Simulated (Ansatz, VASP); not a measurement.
One calculation of Pd, two programs

```xyz
1
Lattice="0.0000 1.9568 1.9568 1.9568 0.0000 1.9568 1.9568 1.9568 0.0000" Properties=species:S:1:pos:R:3 pbc="T T T"
Pd    0.0000    0.0000    0.0000
```

Alike in both runs: functional r2SCAN; k mesh 14 × 14 × 14; occupations fermi-dirac, width 0.05 eV; collinear spin.

Ansatz relaxed the structure, and its values are those at the end. VASP's run is a single point on that final structure, the one shown.

|  | VASP | Ansatz |
| --- | --- | --- |
| version | VASP 6.6.1 | Ansatz 0.2.0 |
| potentials or method | VASP PAW PBE potentials, release 64 (Pd), cutoff 520 eV | plane waves (500 eV) with PAW, scalar-relativistic |
| valence electrons in the cell | 10 | 18 |

Ansatz gave:

* pressure (GPa): 0.0
* net moment per atom (μB): 0.47
* size of the moment on the site where the two differ most (μB): 0.49

Which values does VASP return?

Pressure (GPa): 0.6; net moment per atom (μB): 0.48; size of the moment on the site where the two differ most (μB): 0.48.

VASP's potentials were made for PBE, not for r2SCAN. Site moments also hang on the region over which each program counts them. VASP's potentials hold 10 valence electrons a cell and Ansatz's 18, so a difference there can come from the potentials and not from the codes.
